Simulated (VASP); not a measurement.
Here is a VASP 6.6.1 calculation.

Contents of INCAR:

```
SYSTEM = HC16
PREC = Accurate
ENCUT = 520
EDIFF = 1E-6
ISMEAR = 0
SIGMA = 0.05
LREAL = Auto
LASPH = .True.
NELM = 80
ALGO = Normal
ISIF = 2
LWAVE = .False.
LCHARG = .False.
GGA = PE
NELECT = 64.0
NBANDS = 46
```

File KPOINTS:

```
regular mesh
0
Gamma
  3 3 3
  0 0 0
```

File POSCAR:

```
HC16
1.0
    0.0000000000      3.5700000000      3.5700000000
    3.5700000000      0.0000000000      3.5700000000
    3.5700000000      3.5700000000      0.0000000000
C H
16 1
Direct
   -0.0021777311     -0.0317656863      0.0377917367
    0.1282435574      0.1103054622      0.1278668067
    0.0043107843     -0.0187959384      0.4987757703
    0.1399991597      0.1169229692      0.5986630252
    0.0005764706      0.4846557423      0.0028971989
    0.1283319328      0.6055389356      0.1288784314
    0.0041537815      0.4871470588      0.4999663866
    0.1297742297      0.6069815126      0.6286918768
    0.5014985994     -0.0201918768      0.0088252101
    0.6143488796      0.1059477591      0.1462323529
    0.5029634454     -0.0231463585      0.5150270308
    0.6270759104      0.1077050420      0.6328633053
    0.5017745098      0.4818277311      0.0090380952
    0.6269612045      0.6065556022      0.1323320728
    0.5028453782      0.4815397759      0.5063296919
    0.6272913165      0.6039383754      0.6333478992
    0.8954922969      1.1177357143     -0.1747724090
```

Potentials or basis: VASP PAW PBE potentials, release 64 (C, H).

Command:

```console
$ cat potpaw_PBE.64/C/POTCAR potpaw_PBE.64/H/POTCAR > POTCAR
$ mpirun -np 1 vasp_std > vasp.out
```

Q: Estimate the largest force.

A: 0.046 eV/Å.

Forces in eV/Å, atoms in the order of the input:
```
C    0.014  0.013  0.012
C    0.002  0.006  0.002
C   -0.009 -0.011 -0.015
C    0.020  0.018  0.030
C    0.002 -0.009  0.003
C   -0.013  0.005 -0.007
C   -0.003  0.004 -0.006
C    0.005  0.011  0.002
C   -0.003 -0.004 -0.001
C   -0.003  0.000  0.000
C   -0.005  0.000 -0.004
C   -0.007  0.004  0.003
C   -0.003 -0.001  0.002
C   -0.002  0.003  0.004
C   -0.001  0.000  0.001
C    0.004 -0.003  0.003
H    0.002 -0.036 -0.028
```

Caveat: the k points lie up to 0.51 Å⁻¹ apart; the cell carries a net charge on a neutralising background, which shifts energy and pressure.
